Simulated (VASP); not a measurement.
Set up this calculation in VASP 6.6.1, as the native input.

| Quantity | Value |
| --- | --- |
| Task | relaxation of cell and atoms |
| Functional | PBEsol |
| Potentials or basis | VASP PAW PBE potentials, release 64 (K_sv, F) |
| Cutoff | 600 eV |
| k mesh | 12 × 12 × 12 |
| Occupations | fermi-dirac, width 0.05 eV |
| Spin | no spin polarisation |
| Dipole correction | no |
| Further INCAR settings | ALGO = Normal; EDIFF = 1e-06; IBRION = 2; EDIFFG = -0.002; NSW = 100; ISIF = 3 |

The structure of KF (Carobbiite) lies in POSCAR:

```
KF
1.0
    2.6718500000      2.6718500000      0.0000000000
   -2.6718500000      2.6718500000      0.0000000000
    0.0000000000      2.6718500000      2.6718500000
K F
1 1
Direct
    0.0000000000      0.0000000000      0.0000000000
    0.5000000000      0.5000000000      0.0000000000
```

These files were run (other wordings do the same):

INCAR

```
  PREC = Accurate
  ENCUT = 600
  EDIFF = 1E-6
  ISMEAR = -1
  SIGMA = 0.05
  LREAL = F
  LASPH = T
  NELM = 80
  ALGO = Normal
  ISIF = 3
  LWAVE = F
  LCHARG = F
  GGA = PS
  IBRION = 2
  NSW = 100
  EDIFFG = -0.002
```

KPOINTS

```
regular mesh
0
Gamma
  12 12 12
```

Potentials or basis: VASP PAW PBE potentials, release 64 (K_sv, F).

The run is started by

```sh
$ cat potpaw_PBE.64/K_sv/POTCAR potpaw_PBE.64/F/POTCAR > POTCAR
$ mpirun -np 1 vasp_std > vasp.out
```

It gave:

The relaxed volume is 18.70 Å³/atom. The relaxed cell is a = 3.753 Å, b = 3.753 Å, c = 3.753 Å, α = 60.00°, β = 60.00°, γ = 90.00°, the space group after relaxing (to 0.05 Å) is Fm-3m (No. 225) and the energy gained by relaxing is 0.8 meV/atom. The ionic steps are 4, the pressure after relaxing is 0.0 GPa and the band gap on the k mesh is 6.13 eV, direct.

Caveat: the PAW data sets were made with another functional, which shifts forces and pressure a little.

Wall time 51 s on 1 thread of Intel(R) Xeon(R) 6975P-C (Granite Rapids) (shared host), peak memory 0.2 GiB.
